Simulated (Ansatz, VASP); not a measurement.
BiTe: VASP beside Ansatz

INCAR

```
  PREC = Accurate
  ENCUT = 500
  EDIFF = 1E-6
  ISMEAR = 0
  SIGMA = 0.1
  LREAL = F
  LASPH = T
  NELM = 120
  ALGO = Normal
  ISIF = 2
  LWAVE = F
  LCHARG = F
  GGA = PE
  NBANDS = 18
  GGA_COMPAT = F
```

File KPOINTS:

```
regular mesh
0
Gamma
  6 6 6
```

File POSCAR:

```
BiTe
1.0
    2.4227077728      1.3987509848      3.3172919545
   -2.4227077728      1.3987509848      3.3172919545
    0.0000000000     -2.7975019696      3.3172919545
Bi Te
1 1
Direct
    0.7330000000      1.4650000000      1.0080000000
    0.2330000000      0.9650000000      0.5080000000
```

Input for Ansatz:

```yaml
crystal:
  lattice:
    - [2.4227077728, 1.3987509848, 3.3172919545]
    - [-2.4227077728, 1.3987509848, 3.3172919545]
    - [0.0, -2.7975019696, 3.3172919545]
  atoms:
    - { symbol: Bi, position: [0.733, 1.465, 1.008] }
    - { symbol: Te, position: [0.233, 0.965, 0.508] }
basis:
  ecutwfc: 420
kpoints:
  mp_grid: { grid: [6, 6, 6] }
hamiltonian:
  xc: pbe
scf:
  occupations: { method: gaussian, width: 0.1 }
  mixing: { beta: 0.047 }
  initial_density: { chi_scale: 0, normalization: atom }
  max_iter: 69
output:
  forces: true
  stress: true
  eigenvalues: true
```

Alike in both runs: task single point; functional PBE; k mesh 6 × 6 × 6; occupations gaussian, width 0.1 eV; no spin polarisation.

|  | VASP | Ansatz |
| --- | --- | --- |
| version | VASP 6.6.1 | Ansatz 0.2.0 |
| potentials or method | VASP PAW PBE potentials, release 64 (Bi_d, Te), cutoff 500 eV | scalar-relativistic, plane waves, PAW |
| valence electrons in the cell | 21 | 31 |

|  | VASP | Ansatz | Ansatz less VASP |
| --- | --- | --- | --- |
| gap on the k mesh at the Fermi level (eV) | none | none | - |
| pressure (GPa) | -0.1 | -0.1 | +0.06 |
| traceless stress, the component that is largest in VASP (GPa) | -0.16 | -0.16 | -0.001 |

A gap of «none» marks a metal or a gap that the smearing closes. The functional is the same, so the differences come from potentials, cutoffs and numerics. VASP's potentials hold 21 valence electrons a cell and Ansatz's 31, so a difference there can come from the potentials and not from the codes.

Spin-orbit coupling is off throughout.
